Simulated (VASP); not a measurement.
# B: single point with PBE

Crystal: B.

```
CELL_PARAMETERS angstrom
2.44612 1.41227 4.17719
-2.44612 1.41227 4.17719
0.00000 -2.82454 4.17719
ATOMIC_POSITIONS crystal
B 0.01034 0.65398 0.01034
B 0.01034 0.01034 0.65398
B 0.65398 0.01034 0.01034
B 0.98966 0.34602 0.98966
B 0.98966 0.98966 0.34602
B 0.34602 0.98966 0.98966
B 0.22118 0.63041 0.22118
B 0.22118 0.22118 0.63041
B 0.63041 0.22118 0.22118
B 0.77882 0.36959 0.77882
B 0.77882 0.77882 0.36959
B 0.36959 0.77882 0.77882
```

```
Program             : VASP 6.6.1
Task                : single point
Functional          : PBE
Potentials or basis : VASP PAW PBE potentials, release 64 (B)
Cutoff              : 520 eV
k mesh              : 6 × 6 × 6
Occupations         : gaussian, width 0.05 eV
Spin                : non-collinear spin, zero start, spin-orbit coupling
```

- Pressure: 0.9 GPa
- Largest force: 0.012 eV/Å
- Net moment: 0.00 μB per cell
- Valence electrons inside the program's atomic spheres: B 2.11, 1.95 (each value once)

Forces in eV/Å, atoms in the order of the input:
```
B    0.007 -0.004 -0.007
B    0.000  0.008 -0.007
B   -0.007 -0.004 -0.007
B   -0.007  0.004  0.007
B    0.000 -0.008  0.007
B    0.007  0.004  0.007
B    0.010 -0.006  0.003
B    0.000  0.012  0.003
B   -0.010 -0.006  0.003
B   -0.010  0.006 -0.003
B    0.000 -0.012 -0.003
B    0.010  0.006 -0.003
```

Moments on the atoms (μB; x, y, z):
```
B   0.00 0.00 0.00
B   0.00 0.00 0.00
B   0.00 0.00 0.00
B   0.00 0.00 0.00
B   0.00 0.00 0.00
B   0.00 0.00 0.00
B   0.00 0.00 0.00
B   0.00 0.00 0.00
B   0.00 0.00 0.00
B   0.00 0.00 0.00
B   0.00 0.00 0.00
B   0.00 0.00 0.00
```

Wall time 6.9 min on 1 thread of Intel(R) Xeon(R) Platinum 8259CL CPU @ 2.50GHz (Skylake/Cascade Lake) (shared host), peak memory 0.58 GiB.
